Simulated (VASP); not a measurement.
# LiH (Pm-3m) in VASP: a series of runs

The runs below take LiH through relaxation of cell and atoms, single point, with PBE.

Program: VASP 6.6.1. These are calculated values, not measurements. Logs are shortened: lines on timing, memory, paths and dates and some standing lists are left out, and cuts for length are marked.

**1. The cell of the first run**

The structure is cubic, space group Pm-3m (No. 221). The conventional cell has a = 2.814 Å, b = 2.814 Å, c = 2.814 Å, α = 90.00°, β = 90.00°, γ = 90.00°. Within 3.2 Å of Li (site symmetry m-3m) lie 8 H at 2.44 Å and 6 Li at 2.81 Å. Within 3.2 Å of H (site symmetry m-3m) lie 8 Li at 2.44 Å and 6 H at 2.81 Å.

**2. Relaxation of cell and atoms, PBE**

Contents of INCAR:

```
SYSTEM = LiH
PREC = Accurate ; ENCUT = 910
EDIFF = 1E-7 ; ISMEAR = 0
SIGMA = 0.1 ; LREAL = .False.
LASPH = .True. ; NELM = 120
ALGO = Normal ; ISIF = 3
LWAVE = .False. ; LCHARG = .False.
GGA = PE ; IBRION = 2
NSW = 90 ; EDIFFG = -0.04
GGA_COMPAT = .False. ; NELMIN = 4
```

Contents of KPOINTS:

```
regular mesh
0
Gamma
  6 6 6
  0 0 0
```

Contents of POSCAR:

```
LiH
1.0
    2.8144529200      0.0000000000      0.0000000000
    0.0000000000      2.8144529200      0.0000000000
    0.0000000000      0.0000000000      2.8144529200
Li H
1 1
Direct
    0.5000000000      0.5000000000      0.5000000000
    0.0000000000      0.0000000000      0.0000000000
```

Potentials or basis: VASP PAW PBE potentials, release 64 (Li_sv, H_h).

Started as:

```sh
$ cat potpaw_PBE.64/Li_sv/POTCAR potpaw_PBE.64/H_h/POTCAR > POTCAR
$ mpirun -np 1 vasp_std > vasp.out
```

OUTCAR:

```text
SYSTEM = LiH
   PREC = Accurate
   ENCUT = 910
   EDIFF = 1E-7
   ISMEAR = 0
   LREAL = .False.
   LASPH = .True.
   NELM = 120
   ISIF = 3
   GGA = PE
   IBRION = 2
   NSW = 90
   EDIFFG = -0.04
   NELMIN = 4

 ion  position               nearest neighbor table
   1  0.500  0.500  0.500-
   2  0.000  0.000  0.000-

  LATTYP: Found a simple cubic cell.
 ALAT       =     2.8144529200

  Lattice vectors:

 A1 = (   2.8144529200,   0.0000000000,   0.0000000000)
 A2 = (   0.0000000000,   2.8144529200,   0.0000000000)
 A3 = (   0.0000000000,   0.0000000000,   2.8144529200)

Analysis of symmetry for initial positions (statically):
=====================================================================
 Subroutine PRICEL returns:
 Original cell was already a primitive cell.

 Routine SETGRP: Setting up the symmetry group for a
 simple cubic supercell.

 Subroutine GETGRP returns: Found 48 space group operations
 (whereof 48 operations were pure point group operations)
 out of a pool of 48 trial point group operations.

The static configuration has the point symmetry O_h .

Analysis of symmetry for dynamics (positions and initial velocities):
=====================================================================
 Subroutine PRICEL returns:
 Original cell was already a primitive cell.

 Routine SETGRP: Setting up the symmetry group for a
 simple cubic supercell.

 Subroutine GETGRP returns: Found 48 space group operations
 (whereof 48 operations were pure point group operations)
 out of a pool of 48 trial point group operations.

The dynamic configuration has the point symmetry O_h .

 Subroutine INISYM returns: Found 48 space group operations
 (whereof 48 operations are pure point group operations),
 and found     1 'primitive' translations

----------------------------------------------------------------------------------------

                                     Primitive cell

  volume of cell :      22.2937

  direct lattice vectors                    reciprocal lattice vectors
     2.814452920  0.000000000  0.000000000     0.355308839  0.000000000  0.000000000
     0.000000000  2.814452920  0.000000000     0.000000000  0.355308839  0.000000000
     0.000000000  0.000000000  2.814452920     0.000000000  0.000000000  0.355308839

  length of vectors
     2.814452920  2.814452920  2.814452920     0.355308839  0.355308839  0.355308839

  position of ions in fractional coordinates (direct lattice)
     0.500000000  0.500000000  0.500000000
     0.000000000  0.000000000  0.000000000

  ion indices of the primitive-cell ions
   primitive index   ion index
                 1           1
                 2           2

----------------------------------------------------------------------------------------

 KPOINTS: regular mesh

Automatic generation of k-mesh.
 Grid dimensions read from file:
 generate k-points for:    6    6    6

 Generating k-lattice:

  Cartesian coordinates                     Fractional coordinates (reciprocal lattice)
     0.059218140  0.000000000  0.000000000     0.166666667  0.000000000  0.000000000
     0.000000000  0.059218140  0.000000000     0.000000000  0.166666667  0.000000000
     0.000000000  0.000000000  0.059218140     0.000000000  0.000000000  0.166666667

  Length of vectors
     0.059218140  0.059218140  0.059218140

  Shift w.r.t. Gamma in fractional coordinates (k-lattice)
     0.000000000  0.000000000  0.000000000

 Subroutine IBZKPT returns following result:
 ===========================================

 Found     20 irreducible k-points:

 Following reciprocal coordinates:
            Coordinates               Weight
  0.000000  0.000000  0.000000      1.000000
  0.166667  0.000000  0.000000      6.000000
  0.333333  0.000000  0.000000      6.000000
  0.500000  0.000000  0.000000      3.000000
  0.166667  0.166667  0.000000     12.000000
  0.333333  0.166667  0.000000     24.000000
[... 12 lines left out ...]
  0.500000  0.500000  0.333333      6.000000
  0.500000  0.500000  0.500000      1.000000
   k-points           NKPTS =     20   k-points in BZ     NKDIM =     20   number of bands    NBANDS=      6
   number of dos      NEDOS =    301   number of ions     NIONS =      2
   total plane-waves  NPLWV =  21952
   dimension x,y,z NGX =    28 NGY =   28 NGZ =   28
   dimension x,y,z NGXF=    56 NGYF=   56 NGZF=   56
   ions per type =               1   1
   NGX,Y,Z   is equivalent  to a cutoff of  16.54, 16.54, 16.54 a.u.
   NGXF,Y,Z  is equivalent  to a cutoff of  33.08, 33.08, 33.08 a.u.
 SYSTEM =  LiH
   PREC   = accura    normal or accurate (medium, high low for compatibility)
   ISTART =      0    job   : 0-new  1-cont  2-samecut
   ICHARG =      2    charge: 1-file 2-atom 10-const
   ISPIN  =      1    spin polarized calculation?
   LNONCOLLINEAR =      F non collinear calculations
   LSORBIT =      F    spin-orbit coupling
   LASPH  =      T    aspherical Exc in radial PAW
   ENCUT  =  910.0 eV  66.88 Ry    8.18 a.u.   6.92  6.92  6.92*2*pi/ulx,y,z
   NELM   =    120;   NELMIN=  4; NELMDL= -5     # of ELM steps
   EDIFF  = 0.1E-06   stopping-criterion for ELM
   LREAL  =      F    real-space projection
   EDIFFG = -.4E-01   stopping-criterion for IOM
   NSW    =     90    number of steps for IOM
   IBRION =      2    ionic relax: 0-MD 1-quasi-New 2-CG
   NFREE  =      1    steps in history (QN), initial steepest desc. (CG)
   ISIF   =      3    stress and relaxation
   ISYM   =      2    0-nonsym 1-usesym 2-fastsym
   POTIM  = 0.5000    time-step for ionic-motion
   TEBEG  =    0.0;   TEEND  =   0.0 temperature during run
   PSTRESS=    0.0 pullay stress
   NELECT =       4.0000    total number of electrons
   NUPDOWN=      -1.0000    fix difference up-down
   EMIN   =  10.00;   EMAX   =-10.00  energy-range for DOS
   EFERMI =   0.00;   METHOD = LEGACY
   ISMEAR =     0;   SIGMA  =   0.10  broadening in eV -4-tet -1-fermi 0-gaus
   EFERMI_NEDOS =   21; number of points for ismear=-14 and -15
   IALGO  =     38    algorithm
   IMIX   =      4    mixing-type and parameters
     AMIX     =   0.40;   BMIX     =  1.00
     AMIX_MAG =   1.60;   BMIX_MAG =  1.00
  volume/ion in A,a.u.               =      11.15        75.22
  Fermi-wavevector in a.u.,A,eV,Ry     =   0.923352  1.744883 11.600052  0.852580
  Thomas-Fermi vector in A             =   2.048980
   LORBIT       =      0    0 simple, 1 ext, 2 COOP (PROOUT), +10 PAW based schemes
   GGA     = PE    functional components
   LHFCALC =     F    Hartree Fock is set to
   AEXX    =    0.0000 exact exchange contribution
   IVDW    =     0    specifies the selected vdW correction
   LEPSILON=     F    determine dielectric tensor
   LRPA    =     F    only Hartree local field effects (RPA)
 conjugate gradient relaxation of ions
 non-spin polarized calculation
 Gauss-broadening in eV      SIGMA  =   0.10
  energy-cutoff  :      910.00
  volume of cell :       22.29
 maximum number of plane-waves:      1409
 NGX is ok and might be reduce to    28
   NGX = 13   NGY = 13   NGZ = 13

--------------------------------------- Ionic step        1  -------------------------------------------

 number of electron       4.0000002 magnetization

 Free energy of the ion-electron system (eV)
  ---------------------------------------------------
  ext. energy  EPLUGINS =         0.00000000
  ---------------------------------------------------
  free energy    TOTEN  =        -5.47124941 eV

  energy without entropy =       -5.47124941  energy(sigma->0) =       -5.47124941

------------------------ aborting loop because EDIFF is reached ----------------------------------------

  FORCE on cell =-STRESS in cart. coord.  units (eV):
  Direction    XX          YY          ZZ          XY          YZ          ZX
  --------------------------------------------------------------------------------------
  -------------------------------------------------------------------------------------
  Total       -0.9652308     -0.9652308     -0.9652308      0.0000000      0.0000000      0.0000000
  in kB      -69.3681016    -69.3681016    -69.3681016      0.0000000      0.0000000      0.0000000
  external PRESSURE =     -69.3681016 kB  Pullay stress =       0.0000000 kB
[... 57 lines left out ...]
  energy  without entropy=       -5.5338098659  energy(sigma->0) =       -5.53380987

--------------------------------------- Ionic step        3  -------------------------------------------

 number of electron       4.0000003 magnetization

 E-fermi :   3.0215     XC(G=0):  -8.2494

 val. band max:        2.6573550912   @ k =   0.5000   0.5000   0.5000
 cond. band min:       3.4006699542   @ k =   0.5000   0.0000   0.0000
 fundamental gap:      0.7433148630
 Fermi energy:         3.0215268487

 k-point     1 :       0.0000    0.0000    0.0000
  band No.  band energies     occupation
      1     -45.2658      2.00000
      2      -5.3627      2.00000
      3      13.8506      0.00000
      4      13.9311      0.00000
      5      13.9311      0.00000
      6      13.9311      0.00000

 k-point     2 :       0.1667    0.0000    0.0000
  band No.  band energies     occupation
      1     -45.2573      2.00000
      2      -4.9649      2.00000
      3       9.3263      0.00000
      4      13.9549      0.00000
      5      14.4997      0.00000
      6      14.4997      0.00000
[... 229 lines left out ...]
  energy  without entropy=       -5.5612630311  energy(sigma->0) =       -5.56126304

--------------------------------------- Ionic step        5  -------------------------------------------

 number of electron       3.9999999 magnetization

 Free energy of the ion-electron system (eV)
  ---------------------------------------------------
  ext. energy  EPLUGINS =         0.00000000
  ---------------------------------------------------
  free energy    TOTEN  =        -5.65007789 eV

  energy without entropy =       -5.65007789  energy(sigma->0) =       -5.65007789

 E-fermi :   3.6962     XC(G=0):  -8.5624

 val. band max:        3.3499513738   @ k =   0.5000   0.5000   0.5000
 cond. band min:       4.0572598461   @ k =   0.5000   0.0000   0.0000
 fundamental gap:      0.7073084723
 Fermi energy:         3.6961911412

 k-point     1 :       0.0000    0.0000    0.0000
  band No.  band energies     occupation
      1     -44.7323      2.00000
      2      -5.3106      2.00000
      3      15.1453      0.00000
      4      15.1453      0.00000
      5      15.1453      0.00000
      6      15.5700      0.00000

 k-point     2 :       0.1667    0.0000    0.0000
  band No.  band energies     occupation
      1     -44.7203      2.00000
      2      -4.8992      2.00000
      3      10.2970      0.00000
      4      15.5349      0.00000
      5      15.7557      0.00000
      6      15.7557      0.00000
[... 189 lines left out ...]
  FREE ENERGIE OF THE ION-ELECTRON SYSTEM (eV)
  ---------------------------------------------------
  free  energy   TOTEN  =        -5.6500778949 eV

  energy  without entropy=       -5.6500778916  energy(sigma->0) =       -5.65007789

 reached required accuracy - stopping structural energy minimisation
```

Run time: 31 s. Hardware: 1 thread of AMD EPYC 7R43 (Zen 3), shared host; peak memory 0.11 GiB.

Results:

| Item | Value |
| --- | --- |
| Free energy | -5.6501 eV |
| Relaxed volume | 8.06 Å³/atom |
| Relaxed cell | a = 2.526 Å, b = 2.526 Å, c = 2.526 Å, α = 90.00°, β = 90.00°, γ = 90.00° |
| Space group after relaxing (to 0.05 Å) | Pm-3m (No. 221) |
| Energy gained by relaxing | 89.4 meV/atom |
| Ionic steps | 5 |
| Pressure after relaxing | -0.7 GPa |
| Band gap on the k mesh | 0.71 eV, indirect (least direct gap 4.18 eV) |

The path:
| step | energy change (eV) | largest force (eV/Å) | pressure (GPa) | volume (Å³) |
| --- | --- | --- | --- | --- |
| 1 | 0.0000 | 0.0000 | -6.94 | 22.29 |
| 2 | -0.0626 | 0.0000 | -6.19 | 20.77 |
| 3 | -0.1557 | 0.0000 | -3.49 | 17.80 |
| 4 | -0.0900 | 0.0000 | 10.97 | 12.73 |
| 5 | -0.1788 | 0.0000 | -0.71 | 16.12 |

Final structure:
```xyz
2
Lattice="2.5259 0.0000 0.0000 0.0000 2.5259 0.0000 0.0000 0.0000 2.5259" Properties=species:S:1:pos:R:3 pbc="T T T"
Li    1.2630    1.2630    1.2630
H     0.0000    0.0000    0.0000
```

Caveat: the volume moved by over 15 % at a fixed basis, so the end points are rough.

**3. Single point, PBE**

This run uses another cell than the first one, of 7.88 Å³/atom, 0.707 times its volume.

Contents of INCAR:

```
SYSTEM = LiH
ALGO = Normal
EDIFF = 1E-6
ENCUT = 750
GGA = PE
GGA_COMPAT = .FALSE.
ISIF = 2
ISMEAR = 0
LASPH = .TRUE.
LCHARG = .FALSE.
LREAL = .FALSE.
LWAVE = .FALSE.
NBANDS = 9
NELM = 120
PREC = Accurate
SIGMA = 0.02
```

Contents of KPOINTS:

```
k-points
0
G
  12 12 12
  0 0 0
```

Contents of POSCAR:

```
LiH
1.0
    2.5072220914      0.0000000000      0.0000000000
    0.0000000000      2.5072220914      0.0000000000
    0.0000000000      0.0000000000      2.5072220914
Li H
1 1
Direct
    0.5000000000      0.5000000000      0.5000000000
    0.0000000000      0.0000000000      0.0000000000
```

Potentials or basis: VASP PAW PBE potentials, release 64 (Li_sv, H).

Started as:

```sh
$ cat potpaw_PBE.64/Li_sv/POTCAR potpaw_PBE.64/H/POTCAR > POTCAR
$ mpirun -np 1 vasp_std > vasp.out
```

Wall time 14 s (1 thread of Intel Xeon 8259CL, shared host); peak memory 0.14 GiB.

The run converged. Its results:

```
Free energy            : -5.6588 eV
Pressure               : -0.2 GPa
Band gap on the k mesh : 0.72 eV, indirect (least direct gap 4.21 eV)
```

Levels at points of the mesh, in eV from the valence-band top:
```tsv
k point	band 1	band 2	band 3	band 4	band 5	band 6	band 7
(0.00, 0.00, 0.00)	-48.10	-8.80	11.93	11.93	11.93	12.47	15.07
(0.50, 0.00, 0.00)	-48.04	-6.55	0.72	11.38	16.20	16.20	19.76
(0.50, 0.50, 0.00)	-48.00	-2.66	1.55	1.55	9.06	19.40	20.74
(0.50, 0.50, 0.50)	-47.96	0.00	6.41	6.41	6.41	8.75	8.75
```

A k mesh can miss the band edges.

**4. Relaxation of cell and atoms, PBE**

This run uses another cell than the first one, of 7.87 Å³/atom, 0.706 times its volume.

Contents of INCAR:

```
SYSTEM = LiH
ALGO     = Normal         ! electronic algorithm
EDIFF    = 1E-7           ! SCF threshold, eV
EDIFFG   = -0.01          ! ionic threshold
ENCUT    = 750            ! plane-wave cutoff, eV
GGA      = PE             ! functional
GGA_COMPAT= .False.      
IBRION   = 2              ! ionic algorithm
ISIF     = 3              ! what is computed and relaxed
ISMEAR   = 0              ! smearing method
LASPH    = .True.         ! aspherical terms in the spheres
LCHARG   = .False.        ! write CHGCAR
LREAL    = .False.        ! projectors in reciprocal space
LWAVE    = .False.        ! write WAVECAR
NELM     = 120            ! most SCF steps
NELMIN   = 4            
NSW      = 100            ! ionic steps
PREC     = Accurate       ! precision mode
SIGMA    = 0.02           ! smearing width, eV
```

Contents of KPOINTS:

```
k-points
0
Gamma
  12 12 12
  0 0 0
```

Contents of POSCAR:

```
LiH
1.0
    2.5062775402      0.0000000000      0.0000000000
    0.0000000000      2.5062775402      0.0000000000
    0.0000000000      0.0000000000      2.5062775402
Li H
1 1
Direct
    0.5000000000      0.5000000000      0.5000000000
    0.0000000000      0.0000000000      0.0000000000
```

Started as:

```sh
$ cat potpaw_PBE.64/Li_sv/POTCAR potpaw_PBE.64/H/POTCAR > POTCAR
$ mpirun -np 1 vasp_std > vasp.out
```

It took 10 s on 1 thread of Intel Xeon 8259CL, shared host; peak memory 0.13 GiB.

Results (log left out):

* Free energy: -5.6588 eV
* Pressure after relaxing: -0.1 GPa
* Band gap on the k mesh: 0.72 eV, indirect (least direct gap 4.21 eV)

Final structure:
```
CELL_PARAMETERS angstrom
2.50628 0.00000 0.00000
0.00000 2.50628 0.00000
0.00000 0.00000 2.50628
ATOMIC_POSITIONS crystal
Li 0.50000 0.50000 0.50000
H 0.00000 0.00000 0.00000
```

Levels at points of the mesh, in eV from the valence-band top:
| k point | band 1 | band 2 | band 3 | band 4 | band 5 | band 6 |
| --- | --- | --- | --- | --- | --- | --- |
| (0.00, 0.00, 0.00) | -48.10 | -8.81 | 11.94 | 11.94 | 11.94 | 12.48 |
| (0.50, 0.00, 0.00) | -48.05 | -6.56 | 0.72 | 11.39 | 16.21 | 16.21 |
| (0.50, 0.50, 0.00) | -48.00 | -2.66 | 1.55 | 1.55 | 9.06 | 19.41 |
| (0.50, 0.50, 0.50) | -47.96 | 0.00 | 6.41 | 6.41 | 6.41 | 8.76 |

Caveat: the relaxation stopped at its first step, so nothing moved. A k mesh can miss the band edges.

**5. The runs side by side**

```csv
task,potentials or basis,cell,k mesh,cutoff (eV),smearing,second run,gap on the mesh (eV),pressure (GPa)
relaxation of cell and atoms,"VASP PAW PBE potentials, release 64 (Li_sv, H_h)","relaxed from a = 2.814 Å, 2 atoms",6 × 6 × 6,910,gaussian 0.1 eV,hard_potentials,0.71,-0.7
single point,"VASP PAW PBE potentials, release 64 (Li_sv, H)","a = 2.507 Å, 2 atoms",12 × 12 × 12,750,gaussian 0.02 eV,-,0.72,-0.2
relaxation of cell and atoms,"VASP PAW PBE potentials, release 64 (Li_sv, H)","relaxed from a = 2.506 Å, 2 atoms",12 × 12 × 12,750,gaussian 0.02 eV,-,0.72,-0.1
```

Alike in all rows: level PBE; no spin polarisation.

Caveats: the volume moved by over 15 % at a fixed basis, so the end points are rough (some runs); the relaxation stopped at its first step, so nothing moved (some runs).

Total energies depend on the potentials used, so only differences within one code and one set of settings carry meaning.
